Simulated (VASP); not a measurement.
Input of a VASP 6.6.1 run:

The input POSCAR:

```
CdTe
1.0
    0.0000000000      3.4111533208      3.0903071346
    3.4111533208      0.0000000000      3.0903071346
    3.4111533208      3.4111533208      0.0000000000
Cd Te
1 1
Direct
    0.0000000000      0.0000000000      0.0000000000
    0.2500000000      0.2500000000      0.2500000000
```

INCAR.step1

```
SYSTEM = CdTe
PREC     = Accurate       ! precision mode
ENCUT    = 520            ! plane-wave cutoff, eV
ISMEAR   = -1             ! smearing method
SIGMA    = 0.02           ! smearing width, eV
LREAL    = .False.        ! projectors in reciprocal space
LASPH    = .True.         ! aspherical terms in the spheres
NELM     = 150            ! most SCF steps
LNONCOLLINEAR= .True.         ! non-collinear magnetism
MAGMOM   = 0 0 0 0 0 0    ! initial moments
LSORBIT  = .True.         ! spin-orbit coupling
GGA_COMPAT= .False.      
NBANDS   = 30             ! bands
GGA      = PE             ! functional
ALGO     = Normal         ! electronic algorithm
EDIFF    = 1E-4           ! SCF threshold, eV
LWAVE    = .True.         ! write WAVECAR
LCHARG   = .False.        ! write CHGCAR
```

The input INCAR.step2:

```
SYSTEM = CdTe
PREC     = Accurate       ! precision mode
ENCUT    = 520            ! plane-wave cutoff, eV
EDIFF    = 1E-7           ! SCF threshold, eV
ISMEAR   = -1             ! smearing method
SIGMA    = 0.02           ! smearing width, eV
LREAL    = .False.        ! projectors in reciprocal space
LASPH    = .True.         ! aspherical terms in the spheres
NELM     = 150            ! most SCF steps
ALGO     = Normal         ! electronic algorithm
ISIF     = 2              ! what is computed and relaxed
LWAVE    = .False.        ! write WAVECAR
LCHARG   = .False.        ! write CHGCAR
LNONCOLLINEAR= .True.         ! non-collinear magnetism
MAGMOM   = 0 0 0 0 0 0    ! initial moments
LORBIT   = 11             ! projections on sites
LSORBIT  = .True.         ! spin-orbit coupling
GGA_COMPAT= .False.      
LORBMOM  = .True.       
METAGGA  = R2SCAN         ! meta-GGA
LMIXTAU  = .True.       
NBANDS   = 30             ! bands
ISTART   = 1
```

The input KPOINTS:

```
Automatic mesh
0
Gamma
  6 6 6
  0 0 0
```

Potentials or basis: VASP PAW PBE potentials, release 64 (Cd, Te).

Command:

```console
$ cat potpaw_PBE.64/Cd/POTCAR potpaw_PBE.64/Te/POTCAR > POTCAR
$ cp INCAR.step1 INCAR
$ mpirun -np 1 vasp_ncl > vasp.out
$ cp INCAR.step2 INCAR
$ mpirun -np 1 vasp_ncl > vasp.out
```

Question: Predict the net moment.

Answer: 0.00 μB per cell.

Question: Estimate the pressure.

Answer: -0.8 GPa.

Moments on the atoms (μB; x, y, z):
```
Cd  0.00 0.00 0.00
Te  0.00 0.00 0.00
```

Caveat: the cell differs from its parent crystal (epitaxial xy strain +4.0%); the PAW data sets were made with another functional, which shifts forces and pressure a little.
